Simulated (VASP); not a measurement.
# Sr (Fm-3m) in VASP: notebook

Aim: see how the results for Sr move with the level of theory and the settings. Levels: PBE, r2SCAN. Tasks: single point.

Everything below comes from runs of VASP 6.6.1. Logs are shortened: lines on timing, memory, paths and dates and some standing lists are left out, and cuts for length are marked.

### Step 1. The cell of the first run

The structure is cubic, space group Fm-3m (No. 225). Conventional cell: a = 6.113 Å, b = 6.113 Å, c = 6.113 Å, α = 90.00°, β = 90.00°, γ = 90.00°. Within 5.7 Å of Sr (site symmetry m-3m) lie 12 Sr at 4.32 Å.

### Step 2. Single point, PBE

INCAR

```
SYSTEM = Sr
PREC = Accurate ; ENCUT = 520
EDIFF = 1E-6 ; ISMEAR = -1
SIGMA = 0.06122561905347299 ; LREAL = .False.
LASPH = .True. ; NELM = 60
ALGO = Normal ; ISIF = 2
LWAVE = .False. ; LCHARG = .False.
GGA = PE ; NBANDS = 11
```

KPOINTS

```
regular mesh
0
Gamma
  31 31 31
  0 0 0
```

POSCAR

```
Sr
1.0
    0.0000000000      3.0564736283      3.0564736283
    3.0564736283      0.0000000000      3.0564736283
    3.0564736283      3.0564736283      0.0000000000
Sr
1
Direct
    0.0000000000      0.0000000000      0.0000000000
```

Potentials or basis: VASP PAW PBE potentials, release 64 (Sr_sv).

Started as:

```
cat potpaw_PBE.64/Sr_sv/POTCAR > POTCAR
mpirun -np 1 vasp_std > vasp.out
```

OUTCAR:

```text
SYSTEM = Sr
   PREC = Accurate
   ENCUT = 520
   EDIFF = 1E-6
   ISMEAR = -1
   LREAL = .False.
   LASPH = .True.
   NELM = 60
   ISIF = 2
   GGA = PE

 ion  position               nearest neighbor table
   1  0.000  0.000  0.000-

  LATTYP: Found a face centered cubic cell.
 ALAT       =     6.1129472566

  Lattice vectors:

 A1 = (   0.0000000000,   3.0564736283,   3.0564736283)
 A2 = (   3.0564736283,   0.0000000000,   3.0564736283)
 A3 = (   3.0564736283,   3.0564736283,   0.0000000000)

Analysis of symmetry for initial positions (statically):
=====================================================================
 Subroutine PRICEL returns:
 Original cell was already a primitive cell.

 Routine SETGRP: Setting up the symmetry group for a
 face centered cubic supercell.

 Subroutine GETGRP returns: Found 48 space group operations
 (whereof 48 operations were pure point group operations)
 out of a pool of 48 trial point group operations.

The static configuration has the point symmetry O_h .

Analysis of symmetry for dynamics (positions and initial velocities):
=====================================================================
 Subroutine PRICEL returns:
 Original cell was already a primitive cell.

 Routine SETGRP: Setting up the symmetry group for a
 face centered cubic supercell.

 Subroutine GETGRP returns: Found 48 space group operations
 (whereof 48 operations were pure point group operations)
 out of a pool of 48 trial point group operations.

The dynamic configuration has the point symmetry O_h .

 Subroutine INISYM returns: Found 48 space group operations
 (whereof 48 operations are pure point group operations),
 and found     1 'primitive' translations

----------------------------------------------------------------------------------------

                                     Primitive cell

  volume of cell :      57.1073

  direct lattice vectors                    reciprocal lattice vectors
     0.000000000  3.056473628  3.056473628    -0.163587212  0.163587212  0.163587212
     3.056473628  0.000000000  3.056473628     0.163587212 -0.163587212  0.163587212
     3.056473628  3.056473628  0.000000000     0.163587212  0.163587212 -0.163587212

  length of vectors
     4.322506458  4.322506458  4.322506458     0.283341363  0.283341363  0.283341363

  position of ions in fractional coordinates (direct lattice)
     0.000000000  0.000000000  0.000000000

  ion indices of the primitive-cell ions
   primitive index   ion index
                 1           1

----------------------------------------------------------------------------------------

 KPOINTS: regular mesh

Automatic generation of k-mesh.
 Grid dimensions read from file:
 generate k-points for:   31   31   31

 Generating k-lattice:

  Cartesian coordinates                     Fractional coordinates (reciprocal lattice)
    -0.005277007  0.005277007  0.005277007     0.032258065  0.000000000  0.000000000
     0.005277007 -0.005277007  0.005277007     0.000000000  0.032258065  0.000000000
     0.005277007  0.005277007 -0.005277007     0.000000000  0.000000000  0.032258065

  Length of vectors
     0.009140044  0.009140044  0.009140044

  Shift w.r.t. Gamma in fractional coordinates (k-lattice)
     0.000000000  0.000000000  0.000000000

 Subroutine IBZKPT returns following result:
 ===========================================

 Found    816 irreducible k-points:

 Following reciprocal coordinates:
            Coordinates               Weight
  0.000000  0.000000  0.000000      1.000000
  0.032258  0.000000  0.000000      8.000000
  0.064516  0.000000  0.000000      8.000000
  0.096774  0.000000  0.000000      8.000000
  0.129032  0.000000  0.000000      8.000000
  0.161290  0.000000  0.000000      8.000000
[... 16 lines left out ...]
  0.225806  0.032258  0.000000     24.000000
  0.258065  0.032258  0.000000     24.000000
 [... further k-points ...]
   k-points           NKPTS =    816   k-points in BZ     NKDIM =    816   number of bands    NBANDS=     11
   number of dos      NEDOS =    301   number of ions     NIONS =      1
   total plane-waves  NPLWV =  32768
   dimension x,y,z NGX =    32 NGY =   32 NGZ =   32
   dimension x,y,z NGXF=    64 NGYF=   64 NGZF=   64
   ions per type =               1
   NGX,Y,Z   is equivalent  to a cutoff of  12.31, 12.31, 12.31 a.u.
   NGXF,Y,Z  is equivalent  to a cutoff of  24.61, 24.61, 24.61 a.u.
 SYSTEM =  Sr
   PREC   = accura    normal or accurate (medium, high low for compatibility)
   ISTART =      0    job   : 0-new  1-cont  2-samecut
   ICHARG =      2    charge: 1-file 2-atom 10-const
   ISPIN  =      1    spin polarized calculation?
   LNONCOLLINEAR =      F non collinear calculations
   LSORBIT =      F    spin-orbit coupling
   LASPH  =      T    aspherical Exc in radial PAW
   ENCUT  =  520.0 eV  38.22 Ry    6.18 a.u.   8.04  8.04  8.04*2*pi/ulx,y,z
   NELM   =     60;   NELMIN=  2; NELMDL= -5     # of ELM steps
   EDIFF  = 0.1E-05   stopping-criterion for ELM
   LREAL  =      F    real-space projection
   EDIFFG = 0.1E-04   stopping-criterion for IOM
   NSW    =      0    number of steps for IOM
   IBRION =     -1    ionic relax: 0-MD 1-quasi-New 2-CG
   NFREE  =      0    steps in history (QN), initial steepest desc. (CG)
   ISIF   =      2    stress and relaxation
   ISYM   =      2    0-nonsym 1-usesym 2-fastsym
   POTIM  = 0.5000    time-step for ionic-motion
   TEBEG  =    0.0;   TEEND  =   0.0 temperature during run
   PSTRESS=    0.0 pullay stress
   NELECT =      10.0000    total number of electrons
   NUPDOWN=      -1.0000    fix difference up-down
   EMIN   =  10.00;   EMAX   =-10.00  energy-range for DOS
   EFERMI =   0.00;   METHOD = LEGACY
   ISMEAR =    -1;   SIGMA  =   0.06  broadening in eV -4-tet -1-fermi 0-gaus
   EFERMI_NEDOS =   21; number of points for ismear=-14 and -15
   IALGO  =     38    algorithm
   IMIX   =      4    mixing-type and parameters
     AMIX     =   0.40;   BMIX     =  1.00
     AMIX_MAG =   1.60;   BMIX_MAG =  1.00
  volume/ion in A,a.u.               =      57.11       385.38
  Fermi-wavevector in a.u.,A,eV,Ry     =   0.915892  1.730785 11.413354  0.838858
  Thomas-Fermi vector in A             =   2.040685
   LORBIT       =      0    0 simple, 1 ext, 2 COOP (PROOUT), +10 PAW based schemes
   GGA     = PE    functional components
   LHFCALC =     F    Hartree Fock is set to
   AEXX    =    0.0000 exact exchange contribution
   IVDW    =     0    specifies the selected vdW correction
   LEPSILON=     F    determine dielectric tensor
   LRPA    =     F    only Hartree local field effects (RPA)
 non-spin polarized calculation
  energy-cutoff  :      520.00
  volume of cell :       57.11
 maximum number of plane-waves:      1560
   NGX = 17   NGY = 17   NGZ = 17

 number of electron      10.0000000 magnetization

 Free energy of the ion-electron system (eV)
  ---------------------------------------------------
  ext. energy  EPLUGINS =         0.00000000
  ---------------------------------------------------
  free energy    TOTEN  =        -1.64296502 eV

  energy without entropy =       -1.62578503  energy(sigma->0) =       -1.63437502

 E-fermi :   1.4498     XC(G=0):  -7.2374

 val. band max:        1.4490952347   @ k =  -0.3548   0.3548   0.0000
 cond. band min:       1.4529530753   @ k =  -0.4194   0.2581   0.0000
 fundamental gap:      0.0038578406
 Fermi energy:         1.4497679885

 k-point     1 :       0.0000    0.0000    0.0000
  band No.  band energies     occupation
      1     -35.2387      2.00000
      2     -17.1321      2.00000
      3     -17.1321      2.00000
      4     -17.1321      2.00000
      5      -2.1308      2.00000
      6       3.7581      0.00000
      7       3.7581      0.00000
      8       3.7581      0.00000
      9       5.1650      0.00000
     10       5.1650      0.00000
     11       8.4453      0.00000

 k-point     2 :       0.0323    0.0000    0.0000
  band No.  band energies     occupation
      1     -35.2386      2.00000
      2     -17.1339      2.00000
      3     -17.1323      2.00000
      4     -17.1323      2.00000
      5      -2.1145      2.00000
      6       3.7314      0.00000
      7       3.7663      0.00000
      8       3.7663      0.00000
      9       5.1538      0.00000
     10       5.1538      0.00000
     11       8.4895      0.00000

 k-point     3 :       0.0645    0.0000    0.0000
  band No.  band energies     occupation
      1     -35.2382      2.00000
      2     -17.1392      2.00000
      3     -17.1330      2.00000
      4     -17.1330      2.00000
      5      -2.0659      2.00000
      6       3.6543      0.00000
      7       3.7896      0.00000
      8       3.7896      0.00000
      9       5.1226      0.00000
     10       5.1226      0.00000
     11       8.6167      0.00000

 k-point     4 :       0.0968    0.0000    0.0000
  band No.  band energies     occupation
      1     -35.2377      2.00000
      2     -17.1477      2.00000
      3     -17.1342      2.00000
      4     -17.1342      2.00000
      5      -1.9857      2.00000
      6       3.5356      0.00000
      7       3.8248      0.00000
      8       3.8248      0.00000
      9       5.0789      0.00000
     10       5.0789      0.00000
     11       8.8087      0.00000

 k-point     5 :       0.1290    0.0000    0.0000
  band No.  band energies     occupation
      1     -35.2369      2.00000
      2     -17.1592      2.00000
      3     -17.1358      2.00000
      4     -17.1358      2.00000
      5      -1.8748      2.00000
      6       3.3860      0.00000
      7       3.8657      0.00000
      8       3.8657      0.00000
      9       5.0344      0.00000
     10       5.0344      0.00000
     11       8.9987      0.00000
[... 211 lines left out ...]
 k-point    21 :       0.1613    0.0323    0.0000
  band No.  band energies     occupation
      1     -35.2362      2.00000
      2     -17.1687      2.00000
      3     -17.1386      2.00000
      4     -17.1367      2.00000
      5      -1.7707      2.00000
      6       3.2623      0.00000
      7       3.8907      0.00000
      8       3.9014      0.00000
      9       4.8983      0.00000
     10       5.1090      0.00000
     11       8.9958      0.00000

 k-point    22 :       0.1935    0.0323    0.0000
  band No.  band energies     occupation
      1     -35.2352      2.00000
      2     -17.1837      2.00000
      3     -17.1408      2.00000
      4     -17.1386      2.00000
      5      -1.6128      2.00000
      6       3.0862      0.00000
      7       3.9165      0.00000
      8       3.9282      0.00000
      9       4.8771      0.00000
     10       5.1128      0.00000
     11       8.7148      0.00000

 k-point    23 :       0.2258    0.0323    0.0000
  band No.  band energies     occupation
      1     -35.2341      2.00000
      2     -17.2000      2.00000
      3     -17.1432      2.00000
      4     -17.1408      2.00000
      5      -1.4294      2.00000
      6       2.9020      0.00000
      7       3.9225      0.00000
      8       3.9289      0.00000
      9       4.9038      0.00000
     10       5.1521      0.00000
     11       8.4138      0.00000

 k-point    24 :       0.2581    0.0323    0.0000
  band No.  band energies     occupation
      1     -35.2330      2.00000
      2     -17.2170      2.00000
      3     -17.1456      2.00000
      4     -17.1432      2.00000
      5      -1.2237      2.00000
      6       2.7142      0.00000
      7       3.9004      0.00000
      8       3.9054      0.00000
      9       4.9843      0.00000
     10       5.2332      0.00000
     11       8.1279      0.00000

 [... further k-points ...]

------------------------ aborting loop because EDIFF is reached ----------------------------------------

  FORCE on cell =-STRESS in cart. coord.  units (eV):
  Direction    XX          YY          ZZ          XY          YZ          ZX
  --------------------------------------------------------------------------------------
  -------------------------------------------------------------------------------------
  Total       -0.1524743     -0.1524743     -0.1524743      0.0000000     -0.0000000      0.0000000
  in kB       -4.2777475     -4.2777475     -4.2777475      0.0000000     -0.0000000      0.0000000
  external PRESSURE =      -4.2777475 kB  Pullay stress =       0.0000000 kB

 VOLUME and BASIS-vectors are now :
 -----------------------------------------------------------------------------
  energy-cutoff  :      520.00
  volume of cell :       57.11
      direct lattice vectors                 reciprocal lattice vectors
     0.000000000  3.056473628  3.056473628    -0.163587212  0.163587212  0.163587212
     3.056473628  0.000000000  3.056473628     0.163587212 -0.163587212  0.163587212
     3.056473628  3.056473628  0.000000000     0.163587212  0.163587212 -0.163587212

 POSITION                                       TOTAL-FORCE (eV/Angst)
 -----------------------------------------------------------------------------------
      0.00000      0.00000      0.00000         0.000000      0.000000     -0.000000
 -----------------------------------------------------------------------------------
    total drift:                                0.000000      0.000000      0.000000

  FREE ENERGIE OF THE ION-ELECTRON SYSTEM (eV)
  ---------------------------------------------------
  free  energy   TOTEN  =        -1.6429650168 eV

  energy  without entropy=       -1.6257850259  energy(sigma->0) =       -1.63437502
```

Run time: 3.3 min. Hardware: 1 thread of Intel Xeon 6975P-C, shared host; peak memory 0.59 GiB.

What came out:

```
Free energy            : -1.6430 eV
Pressure               : -0.4 GPa
Band gap on the k mesh : zero (bands 5 and 6 overlap by 0.09 eV)
```

Levels at points of the mesh, in eV from the Fermi level:
| k point | band 1 | band 2 | band 3 | band 4 | band 5 | band 6 | band 7 | band 8 | band 9 | band 10 |
| --- | --- | --- | --- | --- | --- | --- | --- | --- | --- | --- |
| (0.00, 0.00, 0.00) | -36.69 | -18.58 | -18.58 | -18.58 | -3.58 | 2.31 | 2.31 | 2.31 | 3.72 | 3.72 |

### Step 3. Single point, PBE

This run uses another cell than the first one, of 58.21 Å³/atom.

INCAR

```
SYSTEM = Sr
PREC     = Accurate       ! precision mode
ENCUT    = 520            ! plane-wave cutoff, eV
EDIFF    = 1E-6           ! SCF threshold, eV
ISMEAR   = -1             ! smearing method
SIGMA    = 0.06122561905347299 ! smearing width, eV
LREAL    = .False.        ! projectors in reciprocal space
LASPH    = .True.         ! aspherical terms in the spheres
NELM     = 60             ! most SCF steps
ALGO     = Normal         ! electronic algorithm
ISIF     = 2              ! what is computed and relaxed
LWAVE    = .False.        ! write WAVECAR
LCHARG   = .False.        ! write CHGCAR
GGA      = PE             ! functional
NBANDS   = 11             ! bands
```

KPOINTS is that of step 2.

POSCAR

```
Sr
1.0
    0.0000000000      3.0759421381      3.0759421381
    3.0759421381      0.0000000000      3.0759421381
    3.0759421381      3.0759421381      0.0000000000
Sr
1
Direct
    0.0000000000      0.0000000000      0.0000000000
```

Potentials or basis: VASP PAW PBE potentials, release 64 (Sr_sv).

Started as:

```
cat potpaw_PBE.64/Sr_sv/POTCAR > POTCAR
mpirun -np 1 vasp_std > vasp.out
```

It took 3 min on 1 thread of Intel Xeon 6975P-C, shared host; peak memory 0.6 GiB.

The run converged. Its results:

```yaml
Free_energy: -1.6394 eV
Pressure: -0.6 GPa
Band_gap_on_the_k_mesh: zero (bands 5 and 6 overlap by 0.11 eV)
```

Levels at points of the mesh, in eV from the Fermi level:
```csv
k point,band 3,band 4,band 5,band 6,band 7,band 8
"(0.00, 0.00, 0.00)",-18.62,-18.62,-3.55,2.29,2.29,2.29
```

(Part 1 of 2 ends here.)
